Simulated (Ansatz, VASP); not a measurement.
# One calculation of WS2, two programs

```
W S
1.0
     1.57900    0.91164    6.16333
    -1.57900    0.91164    6.16333
     0.00000   -1.82327    6.16333
W S
1 2
Cartesian
  0.0000 -0.0763 0.0647
  0.0000 0.0000 13.8730
  0.0000 0.0000 10.7427
```

Change from the starting cell: all W atoms moved +0.100 Å, as atom 1 towards its neighbour atom 2 (S) at 2.391 Å.

Alike in both runs: task single point; functional r2SCAN; k mesh 12 × 12 × 12; occupations gaussian, width 0.05 eV; no spin polarisation.

```csv
,VASP,Ansatz
version,VASP 6.6.1,Ansatz 0.2.0
potentials or method,"VASP PAW PBE potentials, release 64 (W_sv, S), cutoff 520 eV","scalar-relativistic, plane waves, PAW"
valence electrons in the cell,26,26
```

Ansatz gave:

* gap on the k mesh at the Fermi level (eV): 0.91
* least direct gap on the mesh (eV): 1.89
* pressure (GPa): 3.7
* traceless stress, the component that is largest in VASP (GPa): 2.01
* rms of the force components (eV/Å): 1.359

Which values does VASP return?

gap on the k mesh at the Fermi level (eV): 0.92; least direct gap on the mesh (eV): 1.90; pressure (GPa): 3.9; traceless stress, the component that is largest in VASP (GPa): 2.05; rms of the force components (eV/Å): 1.360.

VASP's potentials were made for PBE, not for r2SCAN. Atom by atom the forces differ by 0.011 eV/Å (rms over components).

Neither program's run includes spin-orbit coupling.
